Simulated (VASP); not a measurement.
# ZnS (F-43m) in VASP: notebook

Aim: see how the results for ZnS move with the level of theory and the settings. Levels: b88 exchange, pbe correlation. Tasks: single point.

Everything below comes from runs of VASP 6.6.1. Logs are shortened: lines on timing, memory, paths and dates and some standing lists are left out, and cuts for length are marked.

### Step 1. The cell of the first run

The structure is cubic, space group F-43m (No. 216). Conventional cell: a = 5.475 Å, b = 5.475 Å, c = 5.475 Å, α = 90.00°, β = 90.00°, γ = 90.00°. Zn (site symmetry -43m) has 4 S at 2.37 Å within 3.1 Å. S (site symmetry -43m) has 4 Zn at 2.37 Å within 3.1 Å.

### Step 2. Single point, b88 exchange, pbe correlation

Contents of INCAR:

```
ALGO     = Normal         # electronic algorithm
EDIFF    = 1E-6           # SCF threshold, eV
ENCUT    = 500            # plane-wave cutoff, eV
GGA      = LIBXC          # functional
GGA_COMPAT= F            
ISIF     = 2              # what is computed and relaxed
ISMEAR   = -1             # smearing method
LASPH    = T              # aspherical terms in the spheres
LCHARG   = F              # write CHGCAR
LIBXC1   = GGA_X_B88    
LIBXC2   = GGA_C_PBE    
LREAL    = F              # projectors in reciprocal space
LWAVE    = F              # write WAVECAR
NBANDS   = 16             # bands
NELM     = 120            # most SCF steps
PREC     = Accurate       # precision mode
SIGMA    = 0.05           # smearing width, eV
```

Contents of KPOINTS:

```
k-points
0
Gamma
  9 9 9
```

Contents of POSCAR:

```
ZnS
1.0
    0.0000000000      2.7375567091      2.7375567091
    2.7375567091      0.0000000000      2.7375567091
    2.7375567091      2.7375567091      0.0000000000
Zn S
1 1
Direct
    0.7500000000      0.7500000000      0.7500000000
    0.0000000000      0.0000000000      0.0000000000
```

Potentials or basis: VASP PAW PBE potentials, release 64 (Zn, S).

Launch:

```sh
> cat potpaw_PBE.64/Zn/POTCAR potpaw_PBE.64/S/POTCAR > POTCAR
> mpirun -np 1 vasp_std > vasp.out
```

OUTCAR:

```text
EDIFF = 1E-6
   ENCUT = 500
   GGA = LIBXC
   ISIF = 2
   ISMEAR = -1
   LASPH = T
   LREAL = F
   NELM = 120
   PREC = Accurate

 ion  position               nearest neighbor table
   1  0.750  0.750  0.750-   2 2.37   2 2.37   2 2.37   2 2.37
   2  0.000  0.000  0.000-   1 2.37   1 2.37   1 2.37   1 2.37

  LATTYP: Found a face centered cubic cell.
 ALAT       =     5.4751134182

  Lattice vectors:

 A1 = (   0.0000000000,   2.7375567091,   2.7375567091)
 A2 = (   2.7375567091,   0.0000000000,   2.7375567091)
 A3 = (   2.7375567091,   2.7375567091,   0.0000000000)

Analysis of symmetry for initial positions (statically):
=====================================================================
 Subroutine PRICEL returns:
 Original cell was already a primitive cell.

 Routine SETGRP: Setting up the symmetry group for a
 face centered cubic supercell.

 Subroutine GETGRP returns: Found 24 space group operations
 (whereof 24 operations were pure point group operations)
 out of a pool of 48 trial point group operations.

The static configuration has the point symmetry T_d .

Analysis of symmetry for dynamics (positions and initial velocities):
=====================================================================
 Subroutine PRICEL returns:
 Original cell was already a primitive cell.

 Routine SETGRP: Setting up the symmetry group for a
 face centered cubic supercell.

 Subroutine GETGRP returns: Found 24 space group operations
 (whereof 24 operations were pure point group operations)
 out of a pool of 48 trial point group operations.

The dynamic configuration has the point symmetry T_d .

 Subroutine INISYM returns: Found 24 space group operations
 (whereof 24 operations are pure point group operations),
 and found     1 'primitive' translations

----------------------------------------------------------------------------------------

                                     Primitive cell

  volume of cell :      41.0317

  direct lattice vectors                    reciprocal lattice vectors
     0.000000000  2.737556709  2.737556709    -0.182644618  0.182644618  0.182644618
     2.737556709  0.000000000  2.737556709     0.182644618 -0.182644618  0.182644618
     2.737556709  2.737556709  0.000000000     0.182644618  0.182644618 -0.182644618

  length of vectors
     3.871489826  3.871489826  3.871489826     0.316349758  0.316349758  0.316349758

  position of ions in fractional coordinates (direct lattice)
[... 72 lines left out ...]
   ICHARG =      2    charge: 1-file 2-atom 10-const
   ISPIN  =      1    spin polarized calculation?
   LNONCOLLINEAR =      F non collinear calculations
   LSORBIT =      F    spin-orbit coupling
   LASPH  =      T    aspherical Exc in radial PAW
   ENCUT  =  500.0 eV  36.75 Ry    6.06 a.u.   7.06  7.06  7.06*2*pi/ulx,y,z
   NELM   =    120;   NELMIN=  2; NELMDL= -5     # of ELM steps
   EDIFF  = 0.1E-05   stopping-criterion for ELM
   LREAL  =      F    real-space projection
   EDIFFG = 0.1E-04   stopping-criterion for IOM
   NSW    =      0    number of steps for IOM
   IBRION =     -1    ionic relax: 0-MD 1-quasi-New 2-CG
   NFREE  =      0    steps in history (QN), initial steepest desc. (CG)
   ISIF   =      2    stress and relaxation
   ISYM   =      2    0-nonsym 1-usesym 2-fastsym
   POTIM  = 0.5000    time-step for ionic-motion
   TEBEG  =    0.0;   TEEND  =   0.0 temperature during run
   PSTRESS=    0.0 pullay stress
   NELECT =      18.0000    total number of electrons
   NUPDOWN=      -1.0000    fix difference up-down
   EMIN   =  10.00;   EMAX   =-10.00  energy-range for DOS
   EFERMI =   0.00;   METHOD = LEGACY
   ISMEAR =    -1;   SIGMA  =   0.05  broadening in eV -4-tet -1-fermi 0-gaus
   EFERMI_NEDOS =   21; number of points for ismear=-14 and -15
   IALGO  =     38    algorithm
   IMIX   =      4    mixing-type and parameters
     AMIX     =   0.40;   BMIX     =  1.00
     AMIX_MAG =   1.60;   BMIX_MAG =  1.00
  volume/ion in A,a.u.               =      20.52       138.45
  Fermi-wavevector in a.u.,A,eV,Ry     =   1.243920  2.350668 21.052806  1.547338
  Thomas-Fermi vector in A             =   2.378210
   LORBIT       =      0    0 simple, 1 ext, 2 COOP (PROOUT), +10 PAW based schemes
   GGA     = LIBXC    functional components
   LHFCALC =     F    Hartree Fock is set to
   AEXX    =    0.0000 exact exchange contribution
   IVDW    =     0    specifies the selected vdW correction
   LEPSILON=     F    determine dielectric tensor
   LRPA    =     F    only Hartree local field effects (RPA)
 non-spin polarized calculation
  energy-cutoff  :      500.00
  volume of cell :       41.03
 maximum number of plane-waves:      1051
   NGX = 15   NGY = 15   NGZ = 15

 number of electron      17.9999986 magnetization

 Free energy of the ion-electron system (eV)
  ---------------------------------------------------
  ext. energy  EPLUGINS =         0.00000000
  ---------------------------------------------------
  free energy    TOTEN  =        -6.60561475 eV

  energy without entropy =       -6.60561475  energy(sigma->0) =       -6.60561475

 E-fermi :   2.6983     XC(G=0):  -9.4697

 val. band max:        1.7045152082   @ k =   0.0000   0.0000   0.0000
 cond. band min:       3.6495236457   @ k =   0.0000   0.0000   0.0000
 fundamental gap:      1.9450084375
 Fermi energy:         2.6983231605

 k-point     1 :       0.0000    0.0000    0.0000
  band No.  band energies     occupation
      1     -11.1630      2.00000
      2      -4.5098      2.00000
      3      -4.5098      2.00000
      4      -4.5098      2.00000
      5      -4.0603      2.00000
      6      -4.0603      2.00000
[... 433 lines left out ...]
      3      -4.2121      2.00000
      4      -4.2121      2.00000
      5      -3.9951      2.00000
      6      -3.9092      2.00000
[... 8 lines left out ...]
     15      15.2856      0.00000
     16      16.5761      0.00000

 [... further k-points ...]
[... 5 lines left out ...]
  --------------------------------------------------------------------------------------
  -------------------------------------------------------------------------------------
  Total       -0.2880224     -0.2880224     -0.2880224     -0.0000000      0.0000000      0.0000000
  in kB      -11.2465022    -11.2465022    -11.2465022     -0.0000000      0.0000000      0.0000000
  external PRESSURE =     -11.2465022 kB  Pullay stress =       0.0000000 kB

 VOLUME and BASIS-vectors are now :
 -----------------------------------------------------------------------------
  energy-cutoff  :      500.00
  volume of cell :       41.03
      direct lattice vectors                 reciprocal lattice vectors
     0.000000000  2.737556709  2.737556709    -0.182644618  0.182644618  0.182644618
     2.737556709  0.000000000  2.737556709     0.182644618 -0.182644618  0.182644618
     2.737556709  2.737556709  0.000000000     0.182644618  0.182644618 -0.182644618

 POSITION                                       TOTAL-FORCE (eV/Angst)
 -----------------------------------------------------------------------------------
      4.10634      4.10634      4.10634         0.000000      0.000000      0.000000
      0.00000      0.00000      0.00000        -0.000000     -0.000000     -0.000000
 -----------------------------------------------------------------------------------
    total drift:                                0.000000      0.000000      0.000000

  FREE ENERGIE OF THE ION-ELECTRON SYSTEM (eV)
  ---------------------------------------------------
  free  energy   TOTEN  =        -6.6056147452 eV

  energy  without entropy=       -6.6056147452  energy(sigma->0) =       -6.60561475
```

stdout:

```text
POSCAR found type information on POSCAR ZnS
 POSCAR found :  2 types and       2 ions
 scaLAPACK will be used
 -----------------------------------------------------------------------------
|                                                                             |
|                                                                             |
|     You enforced a specific xc type in the INCAR file but a different       |
|     I HOPE YOU KNOW WHAT YOU ARE DOING!                                     |
|                                                                             |
 -----------------------------------------------------------------------------

 LDA part: xc-table for (None,None), standard interpolation
 POSCAR, INCAR and KPOINTS ok, starting setup
 FFT: planning ... GRIDC
 FFT: planning ... GRID_SOFT
 FFT: planning ... GRID
 WAVECAR not read
 entering main loop
```

Wall time 16 s (1 thread of AMD EPYC 7R13 (Zen 3), shared host); peak memory 0.13 GiB.

What came out:

```yaml
Free_energy: -6.6056 eV
Pressure: -1.1 GPa
Band_gap_on_the_k_mesh: 1.95 eV
```

Caveat: the PAW data sets were made with another functional, which shifts forces and pressure a little.

### Step 3. Single point, b88 exchange, pbe correlation

This run uses another cell than the first one, of 20.91 Å³/atom.

Contents of INCAR:

```
PREC = Accurate
ENCUT = 500
EDIFF = 1E-6
ISMEAR = -1
SIGMA = 0.05
LREAL = F
LASPH = T
NELM = 120
ALGO = Normal
ISIF = 2
LWAVE = F
LCHARG = F
GGA = LIBXC
LIBXC1 = GGA_X_B88
LIBXC2 = GGA_C_PBE
NBANDS = 16
GGA_COMPAT = F
```

Contents of KPOINTS:

```
Automatic mesh
0
Gamma
  9 9 9
```

Contents of POSCAR:

```
ZnS
1.0
    0.0000000000      2.7549938462      2.7549938462
    2.7549938462      0.0000000000      2.7549938462
    2.7549938462      2.7549938462      0.0000000000
Zn S
1 1
Direct
    0.7500000000      0.7500000000      0.7500000000
    0.0000000000      0.0000000000      0.0000000000
```

Potentials or basis: VASP PAW PBE potentials, release 64 (Zn, S).

Launch:

```sh
> cat potpaw_PBE.64/Zn/POTCAR potpaw_PBE.64/S/POTCAR > POTCAR
> mpirun -np 1 vasp_std > vasp.out
```

OUTCAR:

```text
PREC = Accurate
   ENCUT = 500
   EDIFF = 1E-6
   ISMEAR = -1
   LREAL = F
   LASPH = T
   NELM = 120
   ISIF = 2
   GGA = LIBXC

 ion  position               nearest neighbor table
   1  0.750  0.750  0.750-   2 2.39   2 2.39   2 2.39   2 2.39
   2  0.000  0.000  0.000-   1 2.39   1 2.39   1 2.39   1 2.39

  LATTYP: Found a face centered cubic cell.
 ALAT       =     5.5099876924

  Lattice vectors:

 A1 = (   0.0000000000,   2.7549938462,   2.7549938462)
 A2 = (   2.7549938462,   0.0000000000,   2.7549938462)
 A3 = (   2.7549938462,   2.7549938462,   0.0000000000)
[... 623 lines left out ...]
      4      -4.3273      2.00000
      5      -4.1212      2.00000
      6      -4.0355      2.00000
[... 8 lines left out ...]
     15      15.0884      0.00000
     16      16.3273      0.00000

 [... further k-points ...]
[... 5 lines left out ...]
  --------------------------------------------------------------------------------------
  -------------------------------------------------------------------------------------
  Total       -0.6007524     -0.6007524     -0.6007524     -0.0000000     -0.0000000      0.0000000
  in kB      -23.0151721    -23.0151721    -23.0151721     -0.0000000     -0.0000000      0.0000000
  external PRESSURE =     -23.0151721 kB  Pullay stress =       0.0000000 kB

 VOLUME and BASIS-vectors are now :
 -----------------------------------------------------------------------------
  energy-cutoff  :      500.00
  volume of cell :       41.82
      direct lattice vectors                 reciprocal lattice vectors
     0.000000000  2.754993846  2.754993846    -0.181488609  0.181488609  0.181488609
     2.754993846  0.000000000  2.754993846     0.181488609 -0.181488609  0.181488609
     2.754993846  2.754993846  0.000000000     0.181488609  0.181488609 -0.181488609

 POSITION                                       TOTAL-FORCE (eV/Angst)
 -----------------------------------------------------------------------------------
      4.13249      4.13249      4.13249         0.000000      0.000000      0.000000
      0.00000      0.00000      0.00000        -0.000000     -0.000000     -0.000000
 -----------------------------------------------------------------------------------
    total drift:                                0.000000      0.000000      0.000001

  FREE ENERGIE OF THE ION-ELECTRON SYSTEM (eV)
  ---------------------------------------------------
  free  energy   TOTEN  =        -6.5974070009 eV

  energy  without entropy=       -6.5974070008  energy(sigma->0) =       -6.59740700
```

stdout:

```text
POSCAR found type information on POSCAR ZnS
 POSCAR found :  2 types and       2 ions
 scaLAPACK will be used
 -----------------------------------------------------------------------------
|                                                                             |
|                                                                             |
|     You enforced a specific xc type in the INCAR file but a different       |
|     I HOPE YOU KNOW WHAT YOU ARE DOING!                                     |
|                                                                             |
 -----------------------------------------------------------------------------

 LDA part: xc-table for (None,None), standard interpolation
 POSCAR, INCAR and KPOINTS ok, starting setup
 FFT: planning ... GRIDC
 FFT: planning ... GRID_SOFT
 FFT: planning ... GRID
 WAVECAR not read
 entering main loop
```

It took 16 s on 1 thread of AMD EPYC 7R13 (Zen 3), shared host; peak memory 0.13 GiB.

Results:

| Item | Value |
| --- | --- |
| Free energy | -6.5974 eV |
| Pressure | -2.3 GPa |
| Band gap on the k mesh | 1.86 eV |

Caveat: the PAW data sets were made with another functional, which shifts forces and pressure a little.
